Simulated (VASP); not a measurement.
Set up this calculation in VASP 6.6.1, as the native input.

| Item | Value |
| --- | --- |
| Task | relaxation of cell and atoms |
| Functional | PBEsol |
| Potentials or basis | VASP PAW PBE potentials, release 64 (Al, N) |
| Cutoff | 600 eV |
| k mesh | 10 × 10 × 10 |
| Occupations | fermi-dirac, width 0.03 eV |
| Spin | no spin polarisation |
| Dipole correction | no |
| Further INCAR settings | ALGO = Normal; EDIFF = 1e-06; IBRION = 2; EDIFFG = -0.01; NSW = 100; ISIF = 3 |

The structure of AlN lies in POSCAR:

```
AlN
1.0
    0.0000000000      1.9166910000      1.9166910000
    1.9166910000      0.0000000000      1.9166910000
    1.9166910000      1.9166910000      0.0000000000
Al N
1 1
Direct
    0.0000000000      0.0000000000      0.0000000000
    0.5000000000      0.5000000000      0.5000000000
```

These files were run (other wordings do the same):

INCAR

```
ALGO = Normal ; EDIFF = 1E-6
EDIFFG = -0.01 ; ENCUT = 600
GGA = PS ; IBRION = 2
ISIF = 3 ; ISMEAR = -1
LASPH = T ; LCHARG = F
LREAL = F ; LWAVE = F
NELM = 60 ; NSW = 100
PREC = Accurate ; SIGMA = 0.03
```

KPOINTS

```
k-points
0
Gamma
  10 10 10
```

Potentials or basis: VASP PAW PBE potentials, release 64 (Al, N).

Command:

```console
$ cat potpaw_PBE.64/Al/POTCAR potpaw_PBE.64/N/POTCAR > POTCAR
$ mpirun -np 1 vasp_std > vasp.out
```

It gave:

- Relaxed volume: 8.27 Å³/atom
- Relaxed cell: a = 2.860 Å, b = 2.860 Å, c = 2.860 Å, α = 60.00°, β = 60.00°, γ = 60.00°
- Space group after relaxing (to 0.05 Å): Fm-3m (No. 225)
- Energy gained by relaxing: 195.6 meV/atom
- Ionic steps: 17
- Pressure after relaxing: 0.1 GPa
- Band gap on the k mesh: 4.55 eV, indirect (least direct gap 5.66 eV)

Caveat: the volume moved by over 15 % at a fixed basis, so the end points are rough; the PAW data sets were made with another functional, which shifts forces and pressure a little.

Run time: 17 s on 1 thread of Intel(R) Xeon(R) 6975P-C (Granite Rapids), with other jobs on the host, peak memory 0.14 GiB.
